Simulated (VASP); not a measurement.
## GaN: single point with r2SCAN

GaN:

```
Ga N
1.0
     0.00000    2.13524    2.13524
     2.13524    0.00000    2.13524
     2.13524    2.13524    0.00000
Ga N
1 1
Direct
  0.00000 0.00000 0.00000
  0.50000 0.50000 0.50000
```

* Program: VASP 6.6.1
* Task: single point
* Functional: r2SCAN
* Potentials or basis: VASP PAW PBE potentials, release 64 (Ga_d, N_h)
* Cutoff: 910 eV
* k mesh: 11 × 11 × 11
* Occupations: fermi-dirac, width 0.05 eV
* Spin: no spin polarisation
* Dipole correction: no
* Second run: hard_potentials
* Further INCAR settings: ALGO = Normal; EDIFF = 1e-06; NBANDS = 16

The pressure is -7.7 GPa and the band gap on the k mesh is 1.04 eV, indirect (least direct gap 2.91 eV).

Levels at points of the mesh, in eV from the valence-band top:
```tsv
k point	band 5	band 6	band 7	band 8	band 9	band 10	band 11	band 12	band 13	band 14
(0.00, 0.00, 0.00)	-14.36	-14.36	-0.50	-0.50	-0.50	2.41	15.26	15.26	15.26	16.44
```

Run time: 72 s on 1 thread of Intel(R) Xeon(R) 6975P-C (Granite Rapids), on a shared host, peak memory 0.2 GiB.

Caveat: the cutoff is under 1.25 times the usual one of these potentials, so pressure, stress and relaxed cells hold a basis-set (Pulay) error; the PAW data sets were made with another functional, which shifts forces and pressure a little. A k mesh can miss the band edges.
